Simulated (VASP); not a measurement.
# Si: single point with PBEsol

Si:

```
Si
1.0
     0.00000    2.71653    2.71653
     2.71653    0.00000    2.71653
     2.71653    2.71653    0.00000
Si
2
Cartesian
  4.0748 4.0748 4.0748
  2.7165 2.7165 2.7165
```

| Property | Result |
| --- | --- |
| Program | VASP 6.6.1 |
| Task | single point |
| Functional | PBEsol |
| Potentials or basis | VASP PAW PBE potentials, release 64 (Si) |
| Cutoff | 500 eV |
| k mesh | 8 × 8 × 8 |
| Occupations | fermi-dirac, width 0.02 eV |
| Spin | no spin polarisation |

```yaml
Pressure: 0.1 GPa
Band_gap_on_the_k_mesh: 0.50 eV, indirect (least direct gap 2.52 eV)
```

Levels at points of the mesh, in eV from the valence-band top:
```csv
k point,band 2,band 3,band 4,band 5,band 6,band 7
"(0.00, 0.00, 0.00)",0.00,0.00,0.00,2.52,2.52,2.52
"(0.50, 0.00, 0.00)",-7.01,-1.20,-1.20,1.46,3.27,3.27
"(0.50, 0.50, 0.00)",-7.83,-2.87,-2.87,0.59,0.59,10.05
```

Wall time 7.2 s on 1 thread of Intel Xeon 6975P-C, with other jobs on the host, peak memory 0.15 GiB.

Caveat: the PAW data sets were made with another functional, which shifts forces and pressure a little. A k mesh can miss the band edges.
